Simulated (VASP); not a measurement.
Input of a VASP 6.6.1 run:

INCAR

```
PREC = Accurate
ENCUT = 520
EDIFF = 1E-6
ISMEAR = 0
SIGMA = 0.05
LREAL = False
LASPH = True
NELM = 80
ALGO = Normal
ISIF = 2
LWAVE = False
LCHARG = False
GGA = PS
NBANDS = 12
```

KPOINTS

```
Automatic mesh
0
Gamma
  6 6 6
```

Contents of POSCAR:

```
Sb
1.0
    2.1542000000      1.2437280000      3.7580000000
   -2.1542000000      1.2437280000      3.7580000000
    0.0000000000     -2.4874560000      3.7580000000
Sb
2
Direct
    0.2334900000      0.2334900000      0.2334900000
    0.7665100000      0.7665100000      0.7665100000
```

Potentials or basis: VASP PAW PBE potentials, release 64 (Sb).

Run with:

```sh
$ cat potpaw_PBE.64/Sb/POTCAR > POTCAR
$ mpirun -np 1 vasp_std > vasp.out
```

Problem. What does it give for the pressure?

Solution. 0.3 GPa.

Problem. Predict the band gap on the k mesh.

Solution. Zero (band 5 reaches 7.19 eV, above the bottom of band 6 at 6.89 eV).

Problem. Estimate the largest force.

Solution. 0.061 eV/Å.

Forces in eV/Å, atoms in the order of the input:
```
Sb   0.000  0.000  0.061
Sb   0.000  0.000 -0.061
```

Caveat: the PAW data sets were made with another functional, which shifts forces and pressure a little; spin-orbit coupling is left out, which moves the levels of the heavy elements.
